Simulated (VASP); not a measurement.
# Nb3CdB: relaxation of cell and atoms with PBE

Nb3CdB:

```
CELL_PARAMETERS angstrom
4.91493 0.00000 0.00000
0.00000 4.91493 0.00000
0.00000 0.00000 4.91493
ATOMIC_POSITIONS crystal
Nb 0.00000 0.50000 0.50000
Nb 0.50000 0.00000 0.50000
Nb 0.50000 0.50000 0.00000
Cd 0.50000 0.50000 0.50000
B 0.00000 0.00000 0.00000
```

The cell was generated, and may not be a known phase.

```yaml
Program: VASP 6.6.1
Task: relaxation of cell and atoms
Functional: PBE
Potentials_or_basis: VASP PAW PBE potentials, release 64 (Nb_sv, Cd, B)
Cutoff: 600 eV
k_mesh: 8 × 8 × 8
Occupations: gaussian, width 0.1 eV
Spin: no spin polarisation
Dipole_correction: no
Further_INCAR_settings: ALGO = Fast; EDIFF = 1e-07; IBRION = 2; EDIFFG = -0.01; NSW = 100; ISIF = 3
```

```yaml
Relaxed_volume: 23.95 Å³/atom
Relaxed_cell: a = 4.929 Å, b = 4.929 Å, c = 4.929 Å, α = 90.00°, β = 90.00°, γ = 90.00°
Space_group_after_relaxing_to_0.1_Å: Pm-3m (No. 221)
Energy_gained_by_relaxing: 0.4 meV/atom
Ionic_steps: 3
Pressure_after_relaxing: 0.0 GPa
Band_gap_on_the_k_mesh: zero (bands 27 and 28 overlap by 0.39 eV)
```

Step by step:
```tsv
step	energy change (eV)	largest force (eV/Å)	pressure (GPa)	volume (Å³)
1	0.0000	0.0000	0.72	118.73
2	-0.0005	0.0000	-0.72	120.57
3	-0.0022	0.0000	-0.05	119.73
```

Final structure:
```
CELL_PARAMETERS angstrom
4.92870 0.00000 0.00000
0.00000 4.92870 0.00000
0.00000 0.00000 4.92870
ATOMIC_POSITIONS crystal
Nb 0.00000 0.50000 0.50000
Nb 0.50000 0.00000 0.50000
Nb 0.50000 0.50000 0.00000
Cd 0.50000 0.50000 0.50000
B 0.00000 0.00000 0.00000
```

Levels at points of the mesh, in eV from the Fermi level:
| k point | band 24 | band 25 | band 26 | band 27 | band 28 | band 29 | band 30 | band 31 |
| --- | --- | --- | --- | --- | --- | --- | --- | --- |
| (0.00, 0.00, 0.00) | -0.81 | -0.04 | -0.04 | -0.04 | 0.38 | 0.98 | 0.98 | 0.98 |
| (0.50, 0.00, 0.00) | -0.93 | -0.93 | -0.57 | -0.29 | 0.27 | 0.54 | 0.77 | 0.92 |
| (0.50, 0.50, 0.00) | -1.19 | -1.19 | 0.03 | 0.03 | 0.25 | 0.25 | 0.72 | 0.81 |
| (0.50, 0.50, 0.50) | -0.54 | -0.54 | -0.29 | -0.29 | -0.29 | 0.13 | 0.13 | 0.13 |

It took 47 min on 1 thread of Intel Xeon 8259CL (shared host), peak memory 0.33 GiB.
